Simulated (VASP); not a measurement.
# BP (I-4m2) in VASP: a series of runs, part 2 of 3

VASP 6.6.1.

**3. Single point, PBE (uniaxial y strain -5.6%)**

File INCAR:

```
PREC = Accurate
ENCUT = 520
EDIFF = 1E-6
ISMEAR = -1
SIGMA = 0.02
LREAL = False
LASPH = True
NELM = 60
ALGO = Normal
ISIF = 2
LWAVE = False
LCHARG = False
GGA = PE
NBANDS = 11
```

File KPOINTS:

```
regular mesh
0
Gamma
  10 10 10
```

File POSCAR:

```
BP
1.0
    0.0000000000      2.1403825531      2.2683155501
    2.2683155501      0.0000000000      2.2683155501
    2.2683155501      2.1403825531      0.0000000000
B P
1 1
Direct
    0.0000000000      0.0000000000      0.0000000000
    0.2500000000      0.2500000000      0.2500000000
```

Potentials or basis: VASP PAW PBE potentials, release 64 (B, P).

Run with:

```sh
$ cat potpaw_PBE.64/B/POTCAR potpaw_PBE.64/P/POTCAR > POTCAR
$ mpirun -np 1 vasp_std > vasp.out
```

OUTCAR:

```text
PREC = Accurate
   ENCUT = 520
   EDIFF = 1E-6
   ISMEAR = -1
   LREAL = False
   LASPH = True
   NELM = 60
   ISIF = 2
   GGA = PE

 ion  position               nearest neighbor table
   1  0.000  0.000  0.000-   2 1.93   2 1.93   2 1.93   2 1.93
   2  0.250  0.250  0.250-   1 1.93   1 1.93   1 1.93   1 1.93

  LATTYP: Found a body centered tetragonal cell.
 ALAT       =     3.2078826147
 C/A-ratio  =     1.3344519175

  Lattice vectors:

 A1 = (   0.0000000000,  -2.1403825531,   2.2683155501)
 A2 = (   0.0000000000,  -2.1403825531,  -2.2683155501)
 A3 = (   2.2683155501,   2.1403825531,   0.0000000000)

Analysis of symmetry for initial positions (statically):
=====================================================================
 Subroutine PRICEL returns:
 Original cell was already a primitive cell.

 Routine SETGRP: Setting up the symmetry group for a
 body centered tetragonal supercell.

 Subroutine GETGRP returns: Found  8 space group operations
 (whereof  8 operations were pure point group operations)
 out of a pool of 16 trial point group operations.

The static configuration has the point symmetry D_2d.

Analysis of symmetry for dynamics (positions and initial velocities):
=====================================================================
 Subroutine PRICEL returns:
 Original cell was already a primitive cell.

 Routine SETGRP: Setting up the symmetry group for a
 body centered tetragonal supercell.

 Subroutine GETGRP returns: Found  8 space group operations
 (whereof  8 operations were pure point group operations)
 out of a pool of 16 trial point group operations.

The dynamic configuration has the point symmetry D_2d.

 Subroutine INISYM returns: Found  8 space group operations
 (whereof  8 operations are pure point group operations),
 and found     1 'primitive' translations

----------------------------------------------------------------------------------------

                                     Primitive cell

  volume of cell :      22.0256

  direct lattice vectors                    reciprocal lattice vectors
     0.000000000  2.140382553  2.268315550    -0.220427885  0.233603100  0.220427885
     2.268315550  0.000000000  2.268315550     0.220427885 -0.233603100  0.220427885
     2.268315550  2.140382553  0.000000000     0.220427885  0.233603100 -0.220427885

  length of vectors
     3.118732580  3.207882615  3.118732580     0.389547576  0.389547576  0.389547576

  position of ions in fractional coordinates (direct lattice)
     0.000000000  0.000000000  0.000000000
     0.250000000  0.250000000  0.250000000

  ion indices of the primitive-cell ions
   primitive index   ion index
                 1           1
                 2           2

----------------------------------------------------------------------------------------

 KPOINTS: regular mesh

Automatic generation of k-mesh.
 Grid dimensions read from file:
 generate k-points for:   10   10   10

 Generating k-lattice:

  Cartesian coordinates                     Fractional coordinates (reciprocal lattice)
    -0.022042789  0.023360310  0.022042789     0.100000000  0.000000000  0.000000000
     0.022042789 -0.023360310  0.022042789    -0.000000000  0.100000000 -0.000000000
     0.022042789  0.023360310 -0.022042789     0.000000000  0.000000000  0.100000000

  Length of vectors
     0.038954758  0.038954758  0.038954758

  Shift w.r.t. Gamma in fractional coordinates (k-lattice)
     0.000000000  0.000000000  0.000000000

 Subroutine IBZKPT returns following result:
 ===========================================

 Found    102 irreducible k-points:

 Following reciprocal coordinates:
            Coordinates               Weight
  0.000000  0.000000  0.000000      1.000000
  0.100000  0.000000  0.000000      8.000000
  0.200000  0.000000  0.000000      8.000000
  0.300000  0.000000  0.000000      8.000000
  0.400000  0.000000  0.000000      8.000000
  0.500000  0.000000  0.000000      4.000000
[... 16 lines left out ...]
  0.300000  0.300000  0.000000      4.000000
  0.400000  0.300000  0.000000     16.000000
 [... further k-points ...]
   k-points           NKPTS =    102   k-points in BZ     NKDIM =    102   number of bands    NBANDS=     11
   number of dos      NEDOS =    301   number of ions     NIONS =      2
   total plane-waves  NPLWV =  13824
   dimension x,y,z NGX =    24 NGY =   24 NGZ =   24
   dimension x,y,z NGXF=    48 NGYF=   48 NGZF=   48
   ions per type =               1   1
   NGX,Y,Z   is equivalent  to a cutoff of  12.79, 12.44, 12.79 a.u.
   NGXF,Y,Z  is equivalent  to a cutoff of  25.59, 24.88, 25.59 a.u.
 SYSTEM =  unknown system
   PREC   = accura    normal or accurate (medium, high low for compatibility)
   ISTART =      0    job   : 0-new  1-cont  2-samecut
   ICHARG =      2    charge: 1-file 2-atom 10-const
   ISPIN  =      1    spin polarized calculation?
   LNONCOLLINEAR =      F non collinear calculations
   LSORBIT =      F    spin-orbit coupling
   LASPH  =      T    aspherical Exc in radial PAW
   ENCUT  =  520.0 eV  38.22 Ry    6.18 a.u.   5.80  5.96  5.80*2*pi/ulx,y,z
   NELM   =     60;   NELMIN=  2; NELMDL= -5     # of ELM steps
   EDIFF  = 0.1E-05   stopping-criterion for ELM
   LREAL  =      F    real-space projection
   EDIFFG = 0.1E-04   stopping-criterion for IOM
   NSW    =      0    number of steps for IOM
   IBRION =     -1    ionic relax: 0-MD 1-quasi-New 2-CG
   NFREE  =      0    steps in history (QN), initial steepest desc. (CG)
   ISIF   =      2    stress and relaxation
   ISYM   =      2    0-nonsym 1-usesym 2-fastsym
   POTIM  = 0.5000    time-step for ionic-motion
   TEBEG  =    0.0;   TEEND  =   0.0 temperature during run
   PSTRESS=    0.0 pullay stress
   NELECT =       8.0000    total number of electrons
   NUPDOWN=      -1.0000    fix difference up-down
   EMIN   =  10.00;   EMAX   =-10.00  energy-range for DOS
   EFERMI =   0.00;   METHOD = LEGACY
   ISMEAR =    -1;   SIGMA  =   0.02  broadening in eV -4-tet -1-fermi 0-gaus
   EFERMI_NEDOS =   21; number of points for ismear=-14 and -15
   IALGO  =     38    algorithm
   IMIX   =      4    mixing-type and parameters
     AMIX     =   0.40;   BMIX     =  1.00
     AMIX_MAG =   1.60;   BMIX_MAG =  1.00
  volume/ion in A,a.u.               =      11.01        74.32
  Fermi-wavevector in a.u.,A,eV,Ry     =   1.168052  2.207298 18.563036  1.364345
  Thomas-Fermi vector in A             =   2.304544
   LORBIT       =      0    0 simple, 1 ext, 2 COOP (PROOUT), +10 PAW based schemes
   GGA     = PE    functional components
   LHFCALC =     F    Hartree Fock is set to
   AEXX    =    0.0000 exact exchange contribution
   IVDW    =     0    specifies the selected vdW correction
   LEPSILON=     F    determine dielectric tensor
   LRPA    =     F    only Hartree local field effects (RPA)
 non-spin polarized calculation
  energy-cutoff  :      520.00
  volume of cell :       22.03
 maximum number of plane-waves:       608
   NGX = 11   NGY = 11   NGZ = 11

 number of electron       8.0000000 magnetization

 Free energy of the ion-electron system (eV)
  ---------------------------------------------------
  ext. energy  EPLUGINS =         0.00000000
  ---------------------------------------------------
  free energy    TOTEN  =       -12.83805306 eV

  energy without entropy =      -12.83805221  energy(sigma->0) =      -12.83805263

 E-fermi :   8.6491     XC(G=0): -11.1669

 val. band max:        8.5165197177   @ k =   0.0000   0.0000   0.0000
 cond. band min:       8.7955680674   @ k =   0.4000   0.0000   0.4000
 fundamental gap:      0.2790483497
 Fermi energy:         8.6490984285

 k-point     1 :       0.0000    0.0000    0.0000
  band No.  band energies     occupation
      1      -7.8480      2.00000
      2       7.9699      2.00000
      3       7.9699      2.00000
      4       8.5165      1.99736
      5      11.4433      0.00000
      6      11.7754      0.00000
      7      11.7754      0.00000
      8      16.3944      0.00000
      9      19.6642      0.00000
     10      20.0822      0.00000
     11      21.1145      0.00000
[... 309 lines left out ...]
 k-point    24 :       0.4000    0.3000    0.0000
  band No.  band energies     occupation
      1      -4.8549      2.00000
      2       1.6977      2.00000
      3       3.9695      2.00000
      4       4.6670      2.00000
      5      10.1784      0.00000
      6      11.9620      0.00000
      7      17.2719      0.00000
      8      18.7675      0.00000
      9      22.2932      0.00000
     10      24.0180      0.00000
     11      25.7400      0.00000

 [... further k-points ...]

------------------------ aborting loop because EDIFF is reached ----------------------------------------

  FORCE on cell =-STRESS in cart. coord.  units (eV):
  Direction    XX          YY          ZZ          XY          YZ          ZX
  --------------------------------------------------------------------------------------
  -------------------------------------------------------------------------------------
  Total        0.9218783      2.9745899      0.9218783      0.0000000     -0.0000000      0.0000000
  in kB       67.0588063    216.3761286     67.0588063      0.0000000     -0.0000000      0.0000000
  external PRESSURE =     116.8312471 kB  Pullay stress =       0.0000000 kB

 VOLUME and BASIS-vectors are now :
 -----------------------------------------------------------------------------
  energy-cutoff  :      520.00
  volume of cell :       22.03
      direct lattice vectors                 reciprocal lattice vectors
     0.000000000  2.140382553  2.268315550    -0.220427885  0.233603100  0.220427885
     2.268315550  0.000000000  2.268315550     0.220427885 -0.233603100  0.220427885
     2.268315550  2.140382553  0.000000000     0.220427885  0.233603100 -0.220427885

 POSITION                                       TOTAL-FORCE (eV/Angst)
 -----------------------------------------------------------------------------------
      0.00000      0.00000      0.00000        -0.000000      0.000000     -0.000000
      1.13416      1.07019      1.13416         0.000000     -0.000000      0.000000
 -----------------------------------------------------------------------------------
    total drift:                                0.000000     -0.000000      0.000000

  FREE ENERGIE OF THE ION-ELECTRON SYSTEM (eV)
  ---------------------------------------------------
  free  energy   TOTEN  =       -12.8380530561 eV

  energy  without entropy=      -12.8380522136  energy(sigma->0) =      -12.83805263
```

OSZICAR:

```text
N       E                     dE             d eps       ncg     rms          rms(c)
DAV:   1     0.907602997731E+01    0.90760E+01   -0.40516E+03  2244   0.663E+02
DAV:   2    -0.130720161732E+02   -0.22148E+02   -0.21006E+02  2945   0.111E+02
DAV:   3    -0.136696685515E+02   -0.59765E+00   -0.59641E+00  2823   0.158E+01
DAV:   4    -0.136717838195E+02   -0.21153E-02   -0.21151E-02  2597   0.112E+00
DAV:   5    -0.136717938535E+02   -0.10034E-04   -0.10034E-04  2803   0.762E-02    0.783E+00
DAV:   6    -0.129549916369E+02    0.71680E+00   -0.15560E+00  2565   0.558E+00    0.421E+00
DAV:   7    -0.128460293313E+02    0.10896E+00   -0.29048E-01  2821   0.269E+00    0.141E+00
DAV:   8    -0.128375507367E+02    0.84786E-02   -0.28829E-02  2640   0.989E-01    0.213E-01
DAV:   9    -0.128378576821E+02   -0.30695E-03   -0.70579E-04  2654   0.184E-01    0.143E-01
DAV:  10    -0.128380424070E+02   -0.18472E-03   -0.23502E-04  2585   0.972E-02    0.302E-02
DAV:  11    -0.128380522017E+02   -0.97948E-05   -0.11020E-05  2856   0.219E-02    0.377E-02
DAV:  12    -0.128380530561E+02   -0.85434E-06   -0.45743E-06  2541   0.105E-02
   1 F= -.12838053E+02 E0= -.12838053E+02  d E =-.842476E-06
```

stdout:

```text
POSCAR found type information on POSCAR B P
 POSCAR found :  2 types and       2 ions
 scaLAPACK will be used
 LDA part: xc-table for (Slater+PW92), standard interpolation
 POSCAR, INCAR and KPOINTS ok, starting setup
 FFT: planning ... GRIDC
 FFT: planning ... GRID_SOFT
 FFT: planning ... GRID
 WAVECAR not read
 entering main loop
```

Wall time 12 s (1 thread of Intel Xeon Platinum 8259CL at 2.50GHz (Skylake/Cascade Lake), shared host); peak memory 0.15 GiB.

Results:

```
Free energy            : -12.8381 eV
Pressure               : 11.7 GPa
Band gap on the k mesh : 0.28 eV, indirect (least direct gap 2.93 eV)
```

Stress tensor (GPa, compression positive):
```
 6.71  0.00  0.00
 0.00 21.64  0.00
 0.00  0.00  6.71
```

Caveat: the cell differs from its parent crystal (uniaxial y strain -5.6%).

**4. Single point, PBE (biaxial xy strain +5.8%)**

File INCAR:

```
SYSTEM = BP
PREC     = Accurate       ! precision mode
ENCUT    = 520            ! plane-wave cutoff, eV
EDIFF    = 1E-6           ! SCF threshold, eV
ISMEAR   = -1             ! smearing method
SIGMA    = 0.02           ! smearing width, eV
LREAL    = .False.        ! projectors in reciprocal space
LASPH    = .True.         ! aspherical terms in the spheres
NELM     = 80             ! most SCF steps
ALGO     = Normal         ! electronic algorithm
ISIF     = 2              ! what is computed and relaxed
LWAVE    = .False.        ! write WAVECAR
LCHARG   = .True.         ! write CHGCAR
GGA      = PE             ! functional
LELF     = .True.         ! ELF
LVHAR    = .True.       
NBANDS   = 11             ! bands
```

File KPOINTS:

```
regular mesh
0
Gamma
  10 10 10
  0 0 0
```

File POSCAR:

```
BP
1.0
    0.0000000000      2.3987436943      2.2683155501
    2.3987436943      0.0000000000      2.2683155501
    2.3987436943      2.3987436943      0.0000000000
B P
1 1
Direct
    0.0000000000      0.0000000000      0.0000000000
    0.2500000000      0.2500000000      0.2500000000
```

Potentials or basis: VASP PAW PBE potentials, release 64 (B, P).

Run with:

```sh
$ cat potpaw_PBE.64/B/POTCAR potpaw_PBE.64/P/POTCAR > POTCAR
$ mpirun -np 1 vasp_std > vasp.out
```

OUTCAR:

```text
SYSTEM = BP
   PREC = Accurate
   ENCUT = 520
   EDIFF = 1E-6
   ISMEAR = -1
   LREAL = .False.
   LASPH = .True.
   NELM = 80
   ISIF = 2
   GGA = PE

 ion  position               nearest neighbor table
   1  0.000  0.000  0.000-   2 2.04   2 2.04   2 2.04   2 2.04
   2  0.250  0.250  0.250-   1 2.04   1 2.04   1 2.04   1 2.04

  LATTYP: Found a body centered tetragonal cell.
 ALAT       =     3.3923358651
 C/A-ratio  =     1.3373177894

  Lattice vectors:

 A1 = (   0.0000000000,  -2.3987436943,  -2.2683155501)
 A2 = (   0.0000000000,   2.3987436943,  -2.2683155501)
 A3 = (   2.3987436943,   0.0000000000,   2.2683155501)

Analysis of symmetry for initial positions (statically):
=====================================================================
 Subroutine PRICEL returns:
 Original cell was already a primitive cell.

 Routine SETGRP: Setting up the symmetry group for a
 body centered tetragonal supercell.

 Subroutine GETGRP returns: Found  8 space group operations
 (whereof  8 operations were pure point group operations)
 out of a pool of 16 trial point group operations.

[... 172 lines left out ...]
      2       6.0139      2.00000
      3       6.0139      2.00000
      4       6.4970      2.00000
      5       9.2320      0.00000
      6       9.5589      0.00000
      7       9.5589      0.00000
      8      11.8824      0.00000
      9      16.9952      0.00000
     10      17.3395      0.00000
     11      18.5723      0.00000
[... 309 lines left out ...]
 k-point    24 :       0.4000    0.3000    0.0000
  band No.  band energies     occupation
      1      -5.5057      2.00000
      2       0.4740      2.00000
      3       2.4169      2.00000
      4       2.6955      2.00000
      5       7.6207      0.00000
      6       9.5360      0.00000
      7      14.9189      0.00000
      8      14.9198      0.00000
      9      19.2727      0.00000
     10      20.6097      0.00000
     11      22.1080      0.00000

 [... further k-points ...]

------------------------ aborting loop because EDIFF is reached ----------------------------------------

  FORCE on cell =-STRESS in cart. coord.  units (eV):
  Direction    XX          YY          ZZ          XY          YZ          ZX
  --------------------------------------------------------------------------------------
  -------------------------------------------------------------------------------------
  Total       -2.9549987     -2.9549987     -0.9067791      0.0000000      0.0000000      0.0000000
  in kB     -181.3705288   -181.3705288    -55.6558663      0.0000000      0.0000000      0.0000000
  external PRESSURE =    -139.4656413 kB  Pullay stress =       0.0000000 kB

 VOLUME and BASIS-vectors are now :
 -----------------------------------------------------------------------------
  energy-cutoff  :      520.00
  volume of cell :       26.10
      direct lattice vectors                 reciprocal lattice vectors
     0.000000000  2.398743694  2.268315550    -0.208442445  0.208442445  0.220427885
     2.398743694  0.000000000  2.268315550     0.208442445 -0.208442445  0.220427885
     2.398743694  2.398743694  0.000000000     0.208442445  0.208442445 -0.220427885

 POSITION                                       TOTAL-FORCE (eV/Angst)
 -----------------------------------------------------------------------------------
      0.00000      0.00000      0.00000         0.000000      0.000000      0.000000
      1.19937      1.19937      1.13416        -0.000000     -0.000000     -0.000000
 -----------------------------------------------------------------------------------
    total drift:                                0.000000      0.000000     -0.000000

  FREE ENERGIE OF THE ION-ELECTRON SYSTEM (eV)
  ---------------------------------------------------
  free  energy   TOTEN  =       -12.7691364645 eV

  energy  without entropy=      -12.7691364641  energy(sigma->0) =      -12.76913646
```

OSZICAR:

```text
N       E                     dE             d eps       ncg     rms          rms(c)
DAV:   1     0.964097974754E+01    0.96410E+01   -0.38012E+03  2244   0.647E+02
DAV:   2    -0.125725202289E+02   -0.22213E+02   -0.21031E+02  3040   0.105E+02
DAV:   3    -0.132564057259E+02   -0.68389E+00   -0.68191E+00  2852   0.163E+01
DAV:   4    -0.132594624120E+02   -0.30567E-02   -0.30564E-02  2580   0.126E+00
DAV:   5    -0.132594804373E+02   -0.18025E-04   -0.18025E-04  2804   0.977E-02    0.611E+00
DAV:   6    -0.128354646621E+02    0.42402E+00   -0.10871E+00  2520   0.420E+00    0.332E+00
DAV:   7    -0.127750414754E+02    0.60423E-01   -0.13948E-01  2799   0.189E+00    0.120E+00
DAV:   8    -0.127685894409E+02    0.64520E-02   -0.22010E-02  2617   0.820E-01    0.153E-01
DAV:   9    -0.127689302691E+02   -0.34083E-03   -0.74553E-04  2641   0.171E-01    0.821E-02
DAV:  10    -0.127691247921E+02   -0.19452E-03   -0.24405E-04  2501   0.974E-02    0.253E-02
DAV:  11    -0.127691353598E+02   -0.10568E-04   -0.10504E-05  2876   0.218E-02    0.239E-02
DAV:  12    -0.127691365672E+02   -0.12074E-05   -0.39625E-06  2511   0.996E-03    0.804E-03
DAV:  13    -0.127691364645E+02    0.10263E-06   -0.85236E-08  1254   0.201E-03
   1 F= -.12769136E+02 E0= -.12769136E+02  d E =-.471700E-09
```

stdout:

```text
POSCAR found type information on POSCAR B P
 POSCAR found :  2 types and       2 ions
 scaLAPACK will be used
 LDA part: xc-table for (Slater+PW92), standard interpolation
 POSCAR, INCAR and KPOINTS ok, starting setup
 FFT: planning ... GRIDC
 FFT: planning ... GRID_SOFT
 FFT: planning ... GRID
 WAVECAR not read
 entering main loop
```

It took 29 s on 1 thread of Intel Xeon Platinum 8259CL at 2.50GHz (Skylake/Cascade Lake), shared host; peak memory 0.16 GiB.

Results:

- Free energy: -12.7691 eV
- Pressure: -13.9 GPa
- Band gap on the k mesh: 0.61 eV, indirect (least direct gap 2.73 eV)

Stress tensor (GPa, compression positive):
```
-18.14   0.00   0.00
  0.00 -18.14   0.00
  0.00   0.00  -5.57
```

Levels at points of the mesh, in eV from the valence-band top:
```tsv
k point	band 1	band 2	band 3	band 4	band 5	band 6	band 7	band 8	band 9
(0.00, 0.00, 0.00)	-14.83	-0.48	-0.48	0.00	2.73	3.06	3.06	5.39	10.50
(0.50, 0.00, 0.00)	-11.90	-8.59	-2.25	-1.63	2.64	4.09	4.73	9.43	12.92
(0.50, 0.50, 0.00)	-10.24	-8.04	-4.38	-4.38	0.82	0.99	10.78	10.78	13.95
(0.50, 0.00, 0.50)	-10.69	-8.49	-3.90	-3.81	1.42	1.68	10.25	11.07	13.22
```

Caveat: the cell differs from its parent crystal (biaxial xy strain +5.8%). A k mesh can miss the band edges.

[end of part 2 of 3]
